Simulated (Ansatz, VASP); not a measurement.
## Ru in VASP and in Ansatz

```xyz
6
Lattice="0.0000 0.0000 4.2488 4.0360 2.3302 0.0000 -4.0360 2.3302 0.0000" Properties=species:S:1:pos:R:3 pbc="T T T"
Ru    0.0000    1.5535    1.0622
Ru    2.6907    1.5535    1.0622
Ru   -2.6907    1.5535    1.0622
Ru   -2.6907    3.1069    3.1866
Ru    0.0000    3.1069    3.1866
Ru   -1.3453    0.7767    3.1866
```

Alike in both runs: functional PBEsol; k mesh 10 × 12 × 12; occupations gaussian, width 0.1 eV; no spin polarisation.

Ansatz relaxed the structure, and its values are those at the end. VASP's run is a single point on that final structure, the one shown.

|  | VASP | Ansatz |
| --- | --- | --- |
| version | VASP 6.6.1 | Ansatz 0.2.0 |
| potentials or method | VASP PAW PBE potentials, release 64 (Ru_pv), cutoff 520 eV | scalar-relativistic, plane waves, PAW |
| valence electrons in the cell | 84 | 96 |

```csv
,VASP,Ansatz,Ansatz less VASP
gap on the k mesh at the Fermi level (eV),none,none,-
pressure (GPa),-0.1,0.0,+0.06
```

VASP's potentials were made for PBE, not for PBEsol. A gap of «none» marks a metal or a gap that the smearing closes. VASP's potentials hold 84 valence electrons a cell and Ansatz's 96, so a difference there can come from the potentials and not from the codes.
